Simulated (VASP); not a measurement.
Input of a VASP 6.6.1 run:

The input INCAR:

```
SYSTEM = Rb2YCrC6N6
  PREC = Accurate
  ENCUT = 520
  EDIFF = 1E-6
  ISMEAR = 0
  SIGMA = 0.1
  LREAL = Auto
  LASPH = .True.
  NELM = 150
  ALGO = Normal
  ISIF = 2
  LWAVE = .False.
  LCHARG = .False.
  ISPIN = 2
  MAGMOM = 0 0 0 3 0 0 0 0 0 0 0 0 0 0 0 0
  LORBIT = 11
  LMAXMIX = 4
  GGA = PE
  NBANDS = 66
```

File KPOINTS:

```
Automatic mesh
0
Gamma
  4 4 4
  0 0 0
```

POSCAR

```
Rb2YCrC6N6
1.0
    0.0000000000      5.3180000000      5.3180000000
    5.3180000000      0.0000000000      5.3180000000
    5.3180000000      5.3180000000      0.0000000000
Rb Y Cr C N
2 1 1 6 6
Direct
    0.2500000000      0.2500000000      0.2500000000
    0.7500000000      0.7500000000      0.7500000000
    0.5000000000      0.5000000000      0.5000000000
    0.0000000000      0.0000000000      0.0000000000
    0.8177886400      0.1822113600      0.1822113600
    0.1822113600      0.8177886400      0.1822113600
    0.1822113600      0.1822113600      0.8177886400
    0.1822113600      0.8177886400      0.8177886400
    0.8177886400      0.1822113600      0.8177886400
    0.8177886400      0.8177886400      0.1822113600
    0.7077848800      0.2922151200      0.2922151200
    0.2922151200      0.7077848800      0.2922151200
    0.2922151200      0.2922151200      0.7077848800
    0.2922151200      0.7077848800      0.7077848800
    0.7077848800      0.2922151200      0.7077848800
    0.7077848800      0.7077848800      0.2922151200
```

Potentials or basis: VASP PAW PBE potentials, release 64 (Rb_sv, Y_sv, Cr_pv, C, N).

Launch:

```console
$ cat potpaw_PBE.64/Rb_sv/POTCAR potpaw_PBE.64/Y_sv/POTCAR potpaw_PBE.64/Cr_pv/POTCAR potpaw_PBE.64/C/POTCAR potpaw_PBE.64/N/POTCAR > POTCAR
$ mpirun -np 1 vasp_std > vasp.out
```

**Question.** What does it give for the pressure?

**Answer.** 7.6 GPa.

**Question.** Estimate the band gap on the k mesh.

**Answer.** Zero (filled and empty bands overlap).

**Question.** Estimate the site moments.

**Answer.** Rb -0.00; Y -0.03; Cr +0.88; C -0.02; N +0.03 μB.

**Question.** Estimate the net moment.

**Answer.** 1.00 μB per cell.

Forces in eV/Å, atoms in the order of the input:
```
Rb   0.000  0.000  0.000
Rb   0.000  0.000  0.000
Y    0.000  0.000  0.000
Cr   0.000  0.000  0.000
C   -2.317  0.000  0.000
C    0.000 -2.317  0.000
C    0.000  0.000 -2.317
C    2.317  0.000  0.000
C    0.000  2.317  0.000
C    0.000  0.000  2.317
N    0.924  0.000  0.000
N    0.000  0.924  0.000
N    0.000  0.000  0.924
N   -0.924  0.000  0.000
N    0.000 -0.924  0.000
N    0.000  0.000 -0.924
```

Caveat: the cell stands under pressure; a cell with one magnetic atom can't hold antiferromagnetic order, which such compounds often take; forces of over 1 eV/Å act on the atoms, so gaps and moduli don't describe the material at rest. With open d or f shells a metallic result of PBE can be an artefact of self-interaction; +U or a hybrid may open a gap.
